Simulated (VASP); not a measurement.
# PbF2 (fluorite) (Fm-3m) in VASP: single point with HSE06

Aim: the single point of PbF2 (fluorite) with HSE06.

Program: VASP 6.6.1. These are calculated values, not measurements. Logs are shortened: lines on timing, memory, paths and dates and some standing lists are left out, and cuts for length are marked.

## Step 1: The cell of the first run

It takes space group Fm-3m (No. 225, cubic). Conventional cell: a = 6.057 Å, b = 6.057 Å, c = 6.057 Å, α = 90.00°, β = 90.00°, γ = 90.00°. Pb (site symmetry m-3m) has 8 F at 2.62 Å within 3.5 Å. F (site symmetry -43m) has 4 Pb at 2.62 Å and 6 F at 3.03 Å within 3.5 Å.

## Step 2: Single point, HSE06 (volume scaled by 1.06)

POSCAR

```
PbF2
1.0
    0.0000000000      3.0282500826      3.0282500826
    3.0282500826      0.0000000000      3.0282500826
    3.0282500826      3.0282500826      0.0000000000
Pb F
1 2
Direct
    0.0000000000      0.0000000000      0.0000000000
    0.2500000000      0.2500000000      0.2500000000
    0.7500000000      0.7500000000      0.7500000000
```

INCAR.step1

```
PREC     = Accurate       # precision mode
ENCUT    = 520            # plane-wave cutoff, eV
EDIFF    = 1E-5           # SCF threshold, eV
ISMEAR   = 0              # smearing method
SIGMA    = 0.01           # smearing width, eV
LREAL    = False          # projectors in reciprocal space
LASPH    = True           # aspherical terms in the spheres
NELM     = 80             # most SCF steps
ALGO     = Normal         # electronic algorithm
ISIF     = 2              # what is computed and relaxed
LWAVE    = True           # write WAVECAR
GGA      = PE             # functional
NBANDS   = 21             # bands
```

INCAR.step2

```
PREC     = Accurate       # precision mode
ENCUT    = 520            # plane-wave cutoff, eV
EDIFF    = 1E-7           # SCF threshold, eV
ISMEAR   = 0              # smearing method
SIGMA    = 0.01           # smearing width, eV
LREAL    = False          # projectors in reciprocal space
LASPH    = True           # aspherical terms in the spheres
NELM     = 80             # most SCF steps
ALGO     = Normal         # electronic algorithm
ISIF     = 2              # what is computed and relaxed
LWAVE    = False          # write WAVECAR
LCHARG   = True           # write CHGCAR
GGA      = PE             # functional
LHFCALC  = True           # exact exchange
HFSCREEN = 0.2079         # screening, 1/A
PRECFOCK = Normal       
LELF     = True           # ELF
LVHAR    = True         
ISTART   = 1            
NBANDS   = 21             # bands
```

KPOINTS

```
regular mesh
0
Gamma
  4 4 4
```

Potentials or basis: VASP PAW PBE potentials, release 64 (Pb_d, F).

Command:

```
$ cat potpaw_PBE.64/Pb_d/POTCAR potpaw_PBE.64/F/POTCAR > POTCAR
$ cp INCAR.step1 INCAR
$ mpirun -np 1 vasp_std > vasp.out
$ cp INCAR.step2 INCAR
$ mpirun -np 1 vasp_std > vasp.out
```

OUTCAR:

```text
PREC = Accurate
   ENCUT = 520
   EDIFF = 1E-7
   ISMEAR = 0
   LREAL = False
   LASPH = True
   NELM = 80
   ISIF = 2
   GGA = PE
   LHFCALC = True
   HFSCREEN = 0.2079
   PRECFOCK = Normal
   ISTART = 1

 ion  position               nearest neighbor table
   1  0.000  0.000  0.000-   2 2.62   3 2.62   3 2.62   3 2.62   3 2.62   2 2.62   2 2.62   2 2.62

   2  0.250  0.250  0.250-   1 2.62   1 2.62   1 2.62   1 2.62
   3  0.750  0.750  0.750-   1 2.62   1 2.62   1 2.62   1 2.62

  LATTYP: Found a face centered cubic cell.
 ALAT       =     6.0565001652

  Lattice vectors:

 A1 = (   0.0000000000,   3.0282500826,   3.0282500826)
 A2 = (   3.0282500826,   0.0000000000,   3.0282500826)
 A3 = (   3.0282500826,   3.0282500826,   0.0000000000)

Analysis of symmetry for initial positions (statically):
=====================================================================
 Subroutine PRICEL returns:
 Original cell was already a primitive cell.

 Routine SETGRP: Setting up the symmetry group for a
 face centered cubic supercell.

 Subroutine GETGRP returns: Found 48 space group operations
 (whereof 48 operations were pure point group operations)
 out of a pool of 48 trial point group operations.

The static configuration has the point symmetry O_h .

Analysis of symmetry for dynamics (positions and initial velocities):
=====================================================================
 Subroutine PRICEL returns:
 Original cell was already a primitive cell.

 Routine SETGRP: Setting up the symmetry group for a
 face centered cubic supercell.

 Subroutine GETGRP returns: Found 48 space group operations
 (whereof 48 operations were pure point group operations)
 out of a pool of 48 trial point group operations.

The dynamic configuration has the point symmetry O_h .

 Subroutine INISYM returns: Found 48 space group operations
 (whereof 48 operations are pure point group operations),
 and found     1 'primitive' translations

----------------------------------------------------------------------------------------

                                     Primitive cell

  volume of cell :      55.5399

  direct lattice vectors                    reciprocal lattice vectors
     0.000000000  3.028250083  3.028250083    -0.165111859  0.165111859  0.165111859
     3.028250083  0.000000000  3.028250083     0.165111859 -0.165111859  0.165111859
     3.028250083  3.028250083  0.000000000     0.165111859  0.165111859 -0.165111859

  length of vectors
     4.282592337  4.282592337  4.282592337     0.285982128  0.285982128  0.285982128

  position of ions in fractional coordinates (direct lattice)
     0.000000000  0.000000000  0.000000000
     0.250000000  0.250000000  0.250000000
     0.750000000  0.750000000  0.750000000

  ion indices of the primitive-cell ions
   primitive index   ion index
                 1           1
                 2           2
                 3           3

----------------------------------------------------------------------------------------

 KPOINTS: regular mesh

Automatic generation of k-mesh.
 Grid dimensions read from file:
 generate k-points for:    4    4    4

 Generating k-lattice:

  Cartesian coordinates                     Fractional coordinates (reciprocal lattice)
    -0.041277965  0.041277965  0.041277965     0.250000000  0.000000000  0.000000000
     0.041277965 -0.041277965  0.041277965     0.000000000  0.250000000  0.000000000
     0.041277965  0.041277965 -0.041277965     0.000000000  0.000000000  0.250000000

  Length of vectors
     0.071495532  0.071495532  0.071495532

  Shift w.r.t. Gamma in fractional coordinates (k-lattice)
     0.000000000  0.000000000  0.000000000

 Subroutine IBZKPT returns following result:
 ===========================================

 Found      8 irreducible k-points:

 Following reciprocal coordinates:
            Coordinates               Weight
  0.000000  0.000000  0.000000      1.000000
  0.250000  0.000000  0.000000      8.000000
  0.500000  0.000000  0.000000      4.000000
  0.250000  0.250000  0.000000      6.000000
  0.500000  0.250000  0.000000     24.000000
 -0.250000  0.250000  0.000000     12.000000
  0.500000  0.500000  0.000000      3.000000
 -0.250000  0.500000  0.250000      6.000000
   k-points           NKPTS =      8   k-points in BZ     NKDIM =     64   number of bands    NBANDS=     21
   number of dos      NEDOS =    301   number of ions     NIONS =      3
   total plane-waves  NPLWV =  32768
   dimension x,y,z NGX =    32 NGY =   32 NGZ =   32
   dimension x,y,z NGXF=    64 NGYF=   64 NGZF=   64
   ions per type =               1   2
   NGX,Y,Z   is equivalent  to a cutoff of  12.42, 12.42, 12.42 a.u.
   NGXF,Y,Z  is equivalent  to a cutoff of  24.84, 24.84, 24.84 a.u.
 SYSTEM =  unknown system
   PREC   = accura    normal or accurate (medium, high low for compatibility)
   ISTART =      1    job   : 0-new  1-cont  2-samecut
   ICHARG =      0    charge: 1-file 2-atom 10-const
   ISPIN  =      1    spin polarized calculation?
   LNONCOLLINEAR =      F non collinear calculations
   LSORBIT =      F    spin-orbit coupling
   LASPH  =      T    aspherical Exc in radial PAW
   ENCUT  =  520.0 eV  38.22 Ry    6.18 a.u.   7.96  7.96  7.96*2*pi/ulx,y,z
   NELM   =     80;   NELMIN=  2; NELMDL=  0     # of ELM steps
   EDIFF  = 0.1E-06   stopping-criterion for ELM
   LREAL  =      F    real-space projection
   EDIFFG = 0.1E-05   stopping-criterion for IOM
   NSW    =      0    number of steps for IOM
   IBRION =     -1    ionic relax: 0-MD 1-quasi-New 2-CG
   NFREE  =      0    steps in history (QN), initial steepest desc. (CG)
   ISIF   =      2    stress and relaxation
   ISYM   =      3    0-nonsym 1-usesym 2-fastsym
   POTIM  = 0.5000    time-step for ionic-motion
   TEBEG  =    0.0;   TEEND  =   0.0 temperature during run
   PSTRESS=    0.0 pullay stress
   NELECT =      28.0000    total number of electrons
   NUPDOWN=      -1.0000    fix difference up-down
   EMIN   =  10.00;   EMAX   =-10.00  energy-range for DOS
   EFERMI =   0.00;   METHOD = LEGACY
   ISMEAR =     0;   SIGMA  =   0.01  broadening in eV -4-tet -1-fermi 0-gaus
   EFERMI_NEDOS =   21; number of points for ismear=-14 and -15
   IALGO  =     38    algorithm
   IMIX   =      1    mixing-type and parameters
     AMIX     =   0.40;   BMIX     =  1.00
     AMIX_MAG =   1.60;   BMIX_MAG =  1.00
  volume/ion in A,a.u.               =      18.51       124.93
  Fermi-wavevector in a.u.,A,eV,Ry     =   1.302944  2.462207 23.098111  1.697663
  Thomas-Fermi vector in A             =   2.433979
   LORBIT       =      0    0 simple, 1 ext, 2 COOP (PROOUT), +10 PAW based schemes
   GGA     = PE    functional components
   LHFCALC =     T    Hartree Fock is set to
   PRECFOCK=normal    Normal, Fast or Accurate (Low or Medium for compatibility)
   ENCUT4O =  -1.0   cutoff for four orbital integrals eV
   NKREDX  =     1    reduce k-point grid by
   NKREDY  =     1    reduce k-point grid by
   NKREDZ  =     1    reduce k-point grid by
   AEXX    =    0.2500 exact exchange contribution
   HFSCREEN=    0.2079 screening length (either q_TF or 0.3 A-1)
   HFSCREENC=   0.2079 screening length for correlation (either q_TF or 0.3 A-1)
   ENCUTFOCK=  -1.0 apply spherical cutoff to Coloumb kernel
   IVDW    =     0    specifies the selected vdW correction
   LEPSILON=     F    determine dielectric tensor
   LRPA    =     F    only Hartree local field effects (RPA)
 non-spin polarized calculation
 Gauss-broadening in eV      SIGMA  =   0.01
  energy-cutoff  :      520.00
  volume of cell :       55.54
 maximum number of plane-waves:      1524
  NGX = 24; NGY = 24; NGZ = 24

 number of electron      28.0000029 magnetization

 Free energy of the ion-electron system (eV)
  ---------------------------------------------------
  ext. energy  EPLUGINS =         0.00000000
  ---------------------------------------------------
  free energy    TOTEN  =       -17.80882829 eV

  energy without entropy =      -17.80882829  energy(sigma->0) =      -17.80882829

 E-fermi :   0.2893     XC(G=0):  -7.4833

 val. band max:        0.1532660735   @ k =  -0.2500   0.5000   0.2500
 cond. band min:       5.9210800127   @ k =   0.5000   0.5000   0.0000
 fundamental gap:      5.7678139392
 Fermi energy:         0.2892562414

 k-point     1 :       0.0000    0.0000    0.0000
  band No.  band energies     occupation
      1     -22.5824      2.00000
      2     -22.0560      2.00000
      3     -15.3804      2.00000
      4     -15.3804      2.00000
      5     -15.3804      2.00000
      6     -15.3289      2.00000
[... 13 lines left out ...]
     20      16.7239      0.00000
     21      19.1098      0.00000

 k-point     2 :       0.2500    0.0000    0.0000
  band No.  band energies     occupation
      1     -22.4909      2.00000
      2     -22.1375      2.00000
      3     -15.3670      2.00000
      4     -15.3670      2.00000
      5     -15.3253      2.00000
      6     -15.3253      2.00000
[... 13 lines left out ...]
     20      15.7424      0.00000
     21      17.1706      0.00000

 k-point     3 :       0.5000    0.0000    0.0000
  band No.  band energies     occupation
      1     -22.3344      2.00000
      2     -22.2811      2.00000
      3     -15.3648      2.00000
      4     -15.3648      2.00000
      5     -15.3102      2.00000
      6     -15.3102      2.00000
[... 13 lines left out ...]
     20      15.3237      0.00000
     21      15.6521      0.00000

 k-point     4 :       0.2500    0.2500    0.0000
  band No.  band energies     occupation
      1     -22.4690      2.00000
      2     -22.1543      2.00000
      3     -15.3464      2.00000
      4     -15.3464      2.00000
      5     -15.3414      2.00000
      6     -15.3201      2.00000
[... 13 lines left out ...]
     20      17.2387      0.00000
     21      17.3552      0.00000

 k-point     5 :       0.5000    0.2500    0.0000
  band No.  band energies     occupation
      1     -22.3508      2.00000
      2     -22.2568      2.00000
      3     -15.3472      2.00000
      4     -15.3382      2.00000
      5     -15.3107      2.00000
      6     -15.3000      2.00000
[... 13 lines left out ...]
     20      17.1161      0.00000
     21      18.1555      0.00000

 k-point     6 :      -0.2500    0.2500    0.0000
  band No.  band energies     occupation
      1     -22.3858      2.00000
      2     -22.2282      2.00000
      3     -15.3442      2.00000
      4     -15.3438      2.00000
      5     -15.3313      2.00000
      6     -15.2912      2.00000
[... 13 lines left out ...]
     20      16.8345      0.00000
     21      18.7848      0.00000

 k-point     7 :       0.5000    0.5000    0.0000
  band No.  band energies     occupation
      1     -22.3515      2.00000
      2     -22.2491      2.00000
      3     -15.3555      2.00000
      4     -15.3114      2.00000
      5     -15.3114      2.00000
      6     -15.3113      2.00000
[... 13 lines left out ...]
     20      18.5350      0.00000
     21      18.9072      0.00000

 k-point     8 :      -0.2500    0.5000    0.2500
  band No.  band energies     occupation
      1     -22.3002      2.00000
      2     -22.3002      2.00000
      3     -15.3441      2.00000
      4     -15.3219      2.00000
      5     -15.3113      2.00000
      6     -15.2579      2.00000
[... 13 lines left out ...]
     20      17.8354      0.00000
     21      17.8354      0.00000

------------------------ aborting loop because EDIFF is reached ----------------------------------------

  FORCE on cell =-STRESS in cart. coord.  units (eV):
  Direction    XX          YY          ZZ          XY          YZ          ZX
  --------------------------------------------------------------------------------------
  -------------------------------------------------------------------------------------
  Total       -1.1738925     -1.1738925     -1.1738925      0.0000000      0.0000000      0.0000000
  in kB      -33.8636443    -33.8636443    -33.8636443      0.0000000      0.0000000      0.0000000
  external PRESSURE =     -33.8636443 kB  Pullay stress =       0.0000000 kB

 VOLUME and BASIS-vectors are now :
 -----------------------------------------------------------------------------
  energy-cutoff  :      520.00
  volume of cell :       55.54
      direct lattice vectors                 reciprocal lattice vectors
     0.000000000  3.028250083  3.028250083    -0.165111859  0.165111859  0.165111859
     3.028250083  0.000000000  3.028250083     0.165111859 -0.165111859  0.165111859
     3.028250083  3.028250083  0.000000000     0.165111859  0.165111859 -0.165111859

 POSITION                                       TOTAL-FORCE (eV/Angst)
 -----------------------------------------------------------------------------------
      0.00000      0.00000      0.00000         0.000000      0.000000     -0.000000
      1.51413      1.51413      1.51413         0.000000      0.000000      0.000000
      4.54238      4.54238      4.54238        -0.000000     -0.000000     -0.000000
 -----------------------------------------------------------------------------------
    total drift:                               -0.000001     -0.000000     -0.000001

  FREE ENERGIE OF THE ION-ELECTRON SYSTEM (eV)
  ---------------------------------------------------
  free  energy   TOTEN  =       -17.8088282931 eV

  energy  without entropy=      -17.8088282931  energy(sigma->0) =      -17.80882829
```

Run time: 25 min. Hardware: 1 thread of Oxide Virtual Turin-like, shared host; peak memory 0.26 GiB.

What came out:

| Property | Result |
| --- | --- |
| Free energy | -17.8088 eV |
| Pressure | -3.4 GPa |
| Band gap on the k mesh | 5.77 eV, indirect (least direct gap 5.90 eV) |

Caveat: the k points lie up to 0.45 Å⁻¹ apart; the PAW data sets were made with another functional, which shifts forces and pressure a little; spin-orbit coupling is left out, which moves the levels of the heavy elements. A k mesh can miss the band edges.
